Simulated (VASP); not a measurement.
Crystal: Al3BP2.

```
Al B P
1.0
     4.86443    0.00000    0.00000
    -2.43222    4.21272    0.00000
     0.00000    0.00000    7.60149
Al B P
3 1 2
Cartesian
  2.4322 0.0000 3.8007
  -1.2161 2.1064 3.8007
  1.2161 2.1064 3.8007
  0.0000 0.0000 3.8007
  0.0000 2.8085 3.8007
  2.4322 1.4042 3.8007
```

```yaml
Program: VASP 6.6.1
Task: relaxation of cell and atoms
Functional: PBE
Potentials_or_basis: VASP PAW PBE potentials, release 64 (Al, B, P)
Cutoff: 600 eV
k_mesh: 6 × 6 × 2
Occupations: gaussian, width 0.1 eV
Spin: no spin polarisation
```

At the start: pressure 168.0 GPa; volume 25.96 Å³/atom.

Question: How do energy, volume and symmetry change on relaxing?

Answer: Over 10 steps the energy falls by 14444.9 meV/atom and the volume is 65.55 Å³/atom (+152.5 %); space group P6/mmm (No. 191, to 0.05 Å).

Step by step:
```
step  energy change (eV)  largest force (eV/Å)  pressure (GPa)  volume (Å³)
   1              0.0000                0.0000          168.02       155.77
   2            -70.2797                0.0000           -1.11      1374.09
   3            -71.6107                0.0000           -1.39      1271.28
   4            -72.9376                0.0000           -1.47      1170.47
   5            -84.1610                0.0000           -2.45       545.08
   6            -84.5901                0.0000            7.63       320.91
   7            -85.9663                0.0000           -1.89       459.49
   8            -86.6588                0.0000            0.34       387.10
   9            -86.6668                0.0000           -0.16       396.61
  10            -86.6691                0.0000            0.00       393.28
```

Final structure:
```yaml
crystal:
  lattice:
    - [7.73106, 0.00000, 0.00000]
    - [-3.86553, 6.69529, 0.00000]
    - [0.00000, 0.00000, 7.59796]
  atoms:
    - { symbol: Al, position: [0.50000, 0.00000, 0.50000] }
    - { symbol: Al, position: [0.00000, 0.50000, 0.50000] }
    - { symbol: Al, position: [0.50000, 0.50000, 0.50000] }
    - { symbol: B, position: [0.00000, 0.00000, 0.50000] }
    - { symbol: P, position: [0.33333, 0.66667, 0.50000] }
    - { symbol: P, position: [0.66667, 0.33333, 0.50000] }
```

Caveat: the k points lie up to 0.41 Å⁻¹ apart in the final cell; the volume moved by over 15 % at a fixed basis, so the end points are rough.
